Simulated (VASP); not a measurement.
Here is a VASP 6.6.1 calculation.

The input INCAR:

```
PREC = Accurate
ENCUT = 520
EDIFF = 1E-6
ISMEAR = -1
SIGMA = 0.11
LREAL = False
LASPH = True
NELM = 150
ALGO = Normal
ISIF = 2
LWAVE = False
LCHARG = False
ISPIN = 2
MAGMOM = -0.04 -0.29
LORBIT = 11
GGA = PE
NBANDS = 24
NELECT = 27.5
```

Contents of KPOINTS:

```
regular mesh
0
Gamma
  1 1 1
```

File POSCAR:

```
GaGe
1.0
    0.0000000000      2.8576862032      2.8576862032
    2.8576862032      0.0000000000      2.8576862032
    2.8576862032      2.8576862032      0.0000000000
Ga Ge
1 1
Direct
    0.7500000000      0.7500000000      0.7500000000
    0.0000000000      0.0000000000      0.0000000000
```

Potentials or basis: VASP PAW PBE potentials, release 64 (Ga_d, Ge_d).

Run with:

```bash
$ cat potpaw_PBE.64/Ga_d/POTCAR potpaw_PBE.64/Ge_d/POTCAR > POTCAR
$ mpirun -np 1 vasp_gam > vasp.out
```

(1) Predict the site moments.

(2) Estimate the net moment.

Answers

(1) Ga -0.12; Ge -0.39 μB.

(2) -0.75 μB per cell.

Caveat: the k points lie up to 1.90 Å⁻¹ apart.
